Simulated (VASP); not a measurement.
Zr: electric field gradients with PBEsol

Crystal: Zr.

```
Zr
1.0
     3.23200    0.00000    0.00000
    -1.61600    2.79899    0.00000
     0.00000    0.00000    5.19847
Zr
2
Direct
  0.33333 0.66667 0.25000
  0.66667 0.33333 0.75000
```

This cell differs from its parent crystal: zz strain of +1 %.

```yaml
Program: VASP 6.6.1
Task: electric field gradients
Functional: PBEsol
Potentials_or_basis: VASP PAW PBE potentials, release 64 (Zr_sv)
Cutoff: 520 eV
k_mesh: 13 × 13 × 7
Occupations: fermi-dirac, width 0.08 eV
Spin: no spin polarisation
Dipole_correction: no
Further_INCAR_settings: ALGO = Normal; EDIFF = 1e-08; NBANDS = 19
```

```json
{"Pressure": "-4.1 GPa", "Band gap on the k mesh": "zero (bands 12 and 13 overlap by 1.10 eV)", "Largest electric field gradient by atom": "Zr +35.5 V/Å²"}
```

Stress tensor (GPa, compression positive):
```
-4.05  0.00  0.00
 0.00 -4.05  0.00
 0.00  0.00 -4.31
```

Levels at points of the mesh, in eV from the Fermi level:
```csv
k point,band 8,band 9,band 10,band 11,band 12,band 13,band 14,band 15,band 16,band 17
"(0.00, 0.00, 0.00)",-26.28,-5.64,-3.01,0.89,0.89,0.94,1.09,1.55,1.55,2.20
```

Electric field gradients, principal values (V/Å²):
```
atom    least   middle  greatest (by size)
1 Zr  -17.764  -17.764              35.527
2 Zr  -17.764  -17.764              35.527
```

It took 54 s on 1 thread of Intel(R) Xeon(R) Platinum 8259CL CPU @ 2.50GHz (Skylake/Cascade Lake), on a shared host, peak memory 0.19 GiB.

Caveat: the cell differs from its parent crystal (zz strain of +1 %); the cell stands under tension; without QUAD_EFG the Cq values of the log hold for a quadrupole moment of 1 mb, not for the nuclei; the PAW data sets were made with another functional, which shifts forces and pressure a little.
